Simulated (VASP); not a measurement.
# Cu2Ni (P-62m) in VASP: a series of runs, part 4 of 5

VASP 6.6.1. Earlier steps stand in the parts before.

### Step 5. Single point, PBE, collinear spin, ferromagnetic start

This run uses another cell than the first one: it holds 6 atoms, not 12.

File INCAR:

```
SYSTEM = Cu2Ni
PREC = Accurate ; ENCUT = 520
EDIFF = 1E-6 ; ISMEAR = 0
SIGMA = 0.1 ; LREAL = .False.
LASPH = .True. ; NELM = 150
ALGO = Normal ; ISIF = 2
LWAVE = .False. ; LCHARG = .False.
ISPIN = 2 ; MAGMOM = 0 0 0 0 2 2
LORBIT = 11 ; LMAXMIX = 4
GGA = PE ; NBANDS = 45
```

File KPOINTS:

```
regular mesh
0
Gamma
  6 6 4
  0 0 0
```

File POSCAR:

```
Cu2Ni
1.0
    4.3770626414      0.0000000000      0.0000000000
   -2.1885313207      3.7906474414      0.0000000000
    0.0000000000      0.0000000000      4.1677409549
Cu Ni
4 2
Direct
    0.0000000000      0.0000000000      0.0000000000
    0.0000000000      0.3369705830      0.5000000000
    0.6630294170      0.6630294170      0.5000000000
    0.3369705830      0.0000000000      0.5000000000
    0.6666666667      0.3333333333      0.0000000000
    0.3333333333      0.6666666667      0.0000000000
```

Potentials or basis: VASP PAW PBE potentials, release 64 (Cu, Ni).

On the command line:

```sh
$ cat potpaw_PBE.64/Cu/POTCAR potpaw_PBE.64/Ni/POTCAR > POTCAR
$ mpirun -np 1 vasp_std > vasp.out
```

OUTCAR:

```text
SYSTEM = Cu2Ni
   PREC = Accurate
   ENCUT = 520
   EDIFF = 1E-6
   ISMEAR = 0
   LREAL = .False.
   LASPH = .True.
   NELM = 150
   ISIF = 2
   ISPIN = 2
   LORBIT = 11
   GGA = PE

 ion  position               nearest neighbor table
   1  0.000  0.000  0.000-   5 2.53   6 2.53   6 2.53   5 2.53   5 2.53   6 2.53   2 2.55   3 2.55
                             2 2.55   3 2.55   4 2.55   4 2.55
   2  0.000  0.337  0.500-   4 2.51   4 2.51   3 2.51   3 2.51   5 2.54   5 2.54   6 2.54   6 2.54
                             1 2.55   1 2.55   3 2.55   4 2.55
   3  0.663  0.663  0.500-   4 2.51   4 2.51   2 2.51   2 2.51   5 2.54   5 2.54   6 2.54   6 2.54
                             1 2.55   1 2.55   2 2.55   4 2.55
   4  0.337  0.000  0.500-   3 2.51   2 2.51   3 2.51   2 2.51   6 2.54   6 2.54   5 2.54   5 2.54
                             1 2.55   1 2.55   2 2.55   3 2.55
   5  0.667  0.333  0.000-   6 2.53   1 2.53   6 2.53   1 2.53   1 2.53   6 2.53   2 2.54   2 2.54
                             4 2.54   4 2.54   3 2.54   3 2.54
   6  0.333  0.667  0.000-   5 2.53   1 2.53   5 2.53   1 2.53   1 2.53   5 2.53   4 2.54   4 2.54
                             2 2.54   2 2.54   3 2.54   3 2.54

  LATTYP: Found a hexagonal cell.
 ALAT       =     4.3770626414
 C/A-ratio  =     0.9521775895

  Lattice vectors:

 A1 = (   4.3770626414,   0.0000000000,   0.0000000000)
 A2 = (  -2.1885313207,   3.7906474414,   0.0000000000)
 A3 = (   0.0000000000,   0.0000000000,   4.1677409549)

Analysis of symmetry for initial positions (statically):
=====================================================================
 Subroutine PRICEL returns:
 Original cell was already a primitive cell.

 Routine SETGRP: Setting up the symmetry group for a
 hexagonal supercell.

 Subroutine GETGRP returns: Found 12 space group operations
 (whereof 12 operations were pure point group operations)
 out of a pool of 24 trial point group operations.

The static configuration has the point symmetry D_3h.

Analysis of symmetry for dynamics (positions and initial velocities):
=====================================================================
 Subroutine PRICEL returns:
 Original cell was already a primitive cell.

 Routine SETGRP: Setting up the symmetry group for a
 hexagonal supercell.

 Subroutine GETGRP returns: Found 12 space group operations
 (whereof 12 operations were pure point group operations)
 out of a pool of 24 trial point group operations.

The dynamic configuration has the point symmetry D_3h.

Analysis of structural, dynamic, and magnetic symmetry:
=====================================================================
 Subroutine PRICEL returns:
 Original cell was already a primitive cell.

 Routine SETGRP: Setting up the symmetry group for a
 hexagonal supercell.

 Subroutine GETGRP returns: Found 12 space group operations
 (whereof 12 operations were pure point group operations)
 out of a pool of 24 trial point group operations.

The overall configuration has the point symmetry D_3h.

 Subroutine INISYM returns: Found 12 space group operations
 (whereof 12 operations are pure point group operations),
 and found     1 'primitive' translations

----------------------------------------------------------------------------------------

                                     Primitive cell

  volume of cell :      69.1507

  direct lattice vectors                    reciprocal lattice vectors
     4.377062641  0.000000000  0.000000000     0.228463717  0.131903588  0.000000000
[... 102 lines left out ...]
   NUPDOWN=      -1.0000    fix difference up-down
   EMIN   =  10.00;   EMAX   =-10.00  energy-range for DOS
   EFERMI =   0.00;   METHOD = LEGACY
   ISMEAR =     0;   SIGMA  =   0.10  broadening in eV -4-tet -1-fermi 0-gaus
   EFERMI_NEDOS =   21; number of points for ismear=-14 and -15
   IALGO  =     38    algorithm
   IMIX   =      4    mixing-type and parameters
     AMIX     =   0.40;   BMIX     =  1.00
     AMIX_MAG =   1.60;   BMIX_MAG =  1.00
  volume/ion in A,a.u.               =      11.53        77.78
  Fermi-wavevector in a.u.,A,eV,Ry     =   1.595399  3.014866 34.630863  2.545297
  Thomas-Fermi vector in A             =   2.693323
   LORBIT       =     11    0 simple, 1 ext, 2 COOP (PROOUT), +10 PAW based schemes
   GGA     = PE    functional components
   LHFCALC =     F    Hartree Fock is set to
   AEXX    =    0.0000 exact exchange contribution
   IVDW    =     0    specifies the selected vdW correction
   LEPSILON=     F    determine dielectric tensor
   LRPA    =     F    only Hartree local field effects (RPA)
 spin polarized calculation
 Gauss-broadening in eV      SIGMA  =   0.10
  energy-cutoff  :      520.00
  volume of cell :       69.15
 maximum number of plane-waves:      1878
 NGX is ok and might be reduce to    36

 number of electron      63.9999993 magnetization       0.0003511

 Free energy of the ion-electron system (eV)
  ---------------------------------------------------
  ext. energy  EPLUGINS =         0.00000000
  ---------------------------------------------------
  free energy    TOTEN  =       -25.73909054 eV

  energy without entropy =      -25.71818356  energy(sigma->0) =      -25.72863705

 E-fermi :   7.9470     XC(G=0): -12.8758

 val. band max:        7.9269423222   @ k =   0.3333   0.1667   0.2500
 cond. band min:       7.9585326072   @ k =   0.3333   0.1667   0.0000
 fundamental gap:      0.0315902849
 Fermi energy:         7.9469848908

 spin component 1

 k-point     1 :       0.0000    0.0000    0.0000
  band No.  band energies     occupation
      1      -1.1269      1.00000
      2       3.1639      1.00000
      3       4.0921      1.00000
      4       4.1080      1.00000
      5       4.1080      1.00000
      6       4.2779      1.00000
[... 976 lines left out ...]
     43      23.6886      0.00000
     44      23.7449      0.00000
 Fermi energy:         7.9469848908

 spin component 2

 k-point     1 :       0.0000    0.0000    0.0000
  band No.  band energies     occupation
      1      -1.1269      1.00000
      2       3.1639      1.00000
      3       4.0921      1.00000
      4       4.1081      1.00000
      5       4.1081      1.00000
      6       4.2779      1.00000
[... 976 lines left out ...]
     43      23.6886      0.00000
     44      23.7449      0.00000
 [bands above 44 left out]

------------------------ aborting loop because EDIFF is reached ----------------------------------------

  FORCE on cell =-STRESS in cart. coord.  units (eV):
  Direction    XX          YY          ZZ          XY          YZ          ZX
  --------------------------------------------------------------------------------------
  -------------------------------------------------------------------------------------
  Total        0.2860827      0.2860827      0.2244199      0.0000000      0.0000000      0.0000000
  in kB        6.6283471      6.6283471      5.1996621      0.0000000      0.0000000      0.0000000
  external PRESSURE =       6.1521188 kB  Pullay stress =       0.0000000 kB

 VOLUME and BASIS-vectors are now :
 -----------------------------------------------------------------------------
  energy-cutoff  :      520.00
  volume of cell :       69.15
      direct lattice vectors                 reciprocal lattice vectors
     4.377062641  0.000000000  0.000000000     0.228463717  0.131903588  0.000000000
    -2.188531321  3.790647441  0.000000000     0.000000000  0.263807177  0.000000000
     0.000000000  0.000000000  4.167740955     0.000000000  0.000000000  0.239938137

 POSITION                                       TOTAL-FORCE (eV/Angst)
 -----------------------------------------------------------------------------------
      0.00000      0.00000      0.00000         0.000000      0.000000      0.000000
     -0.73747      1.27734      2.08387        -0.009141      0.015832      0.000000
      1.45106      2.51331      2.08387        -0.009141     -0.015832      0.000000
      1.47494      0.00000      2.08387         0.018281     -0.000000      0.000000
      2.18853      1.26355      0.00000         0.000000     -0.000000      0.000000
     -0.00000      2.52710      0.00000        -0.000000      0.000000      0.000000
 -----------------------------------------------------------------------------------
    total drift:                                0.000000      0.000000      0.000001

  FREE ENERGIE OF THE ION-ELECTRON SYSTEM (eV)
  ---------------------------------------------------
  free  energy   TOTEN  =       -25.7390905441 eV

  energy  without entropy=      -25.7181835566  energy(sigma->0) =      -25.72863705

 total charge

# of ion       s       p       d       tot
------------------------------------------
    1        0.463   0.401   9.155  10.018
    2        0.452   0.395   9.174  10.022
    3        0.452   0.395   9.174  10.022
    4        0.452   0.395   9.174  10.022
    5        0.460   0.423   8.372   9.255
    6        0.460   0.423   8.372   9.255
--------------------------------------------------
tot          2.739   2.432  53.423  58.594

 magnetization (x)

# of ion       s       p       d       tot
------------------------------------------
    1       -0.000  -0.000   0.000   0.000
    2        0.000  -0.000  -0.000  -0.000
    3        0.000  -0.000  -0.000  -0.000
    4        0.000  -0.000  -0.000  -0.000
    5       -0.000  -0.000   0.000   0.000
    6       -0.000  -0.000   0.000   0.000
--------------------------------------------------
tot         -0.000  -0.000   0.000   0.000
```

Wall time 86 s (1 thread of Intel Xeon 6975P-C (Granite Rapids), shared host); peak memory 0.27 GiB.

What came out:

- Free energy: -25.7391 eV
- Pressure: 0.6 GPa
- Largest force: 0.018 eV/Å
- Band gap on the k mesh: zero (filled and empty bands overlap)
- Net moment: 0.00 μB per cell
- Valence electrons inside the program's atomic spheres: Cu 10.02; Ni 9.26

Forces in eV/Å, atoms in the order of the input:
```
Cu   0.000  0.000  0.000
Cu  -0.009  0.016  0.000
Cu  -0.009 -0.016  0.000
Cu   0.018  0.000  0.000
Ni   0.000  0.000  0.000
Ni   0.000  0.000  0.000
```

Levels at points of the mesh, in eV from the Fermi level:
Spin up:
```tsv
k point	band 29	band 30	band 31	band 32	band 33	band 34	band 35	band 36
(0.00, 0.00, 0.00)	-0.70	-0.62	-0.46	-0.46	3.71	3.71	4.04	4.22
(0.50, 0.00, 0.00)	-0.66	-0.38	-0.32	-0.20	0.68	2.40	4.19	4.28
(0.00, 0.00, 0.50)	-0.93	-0.57	-0.57	-0.28	4.48	4.49	5.05	5.05
(0.50, 0.00, 0.50)	-0.56	-0.48	-0.38	-0.22	-0.14	-0.06	0.88	1.17
```
Spin down:
| k point | band 28 | band 29 | band 30 | band 31 | band 32 | band 33 | band 34 | band 35 | band 36 | band 37 |
| --- | --- | --- | --- | --- | --- | --- | --- | --- | --- | --- |
| (0.00, 0.00, 0.00) | -1.07 | -0.70 | -0.62 | -0.46 | -0.46 | 3.71 | 3.71 | 4.04 | 4.22 | 4.22 |
| (0.50, 0.00, 0.00) | -0.97 | -0.66 | -0.38 | -0.32 | -0.20 | 0.68 | 2.40 | 4.19 | 4.28 | 5.29 |
| (0.00, 0.00, 0.50) | -1.10 | -0.93 | -0.57 | -0.57 | -0.28 | 4.48 | 4.49 | 5.05 | 5.05 | 6.02 |
| (0.50, 0.00, 0.50) | -0.61 | -0.56 | -0.48 | -0.38 | -0.22 | -0.14 | -0.06 | 0.88 | 1.17 | 5.49 |

Caveat: the k points lie up to 0.38 Å⁻¹ apart, too coarse for converged energies and pressures of a metal.

(Continued in part 5 of 5.)
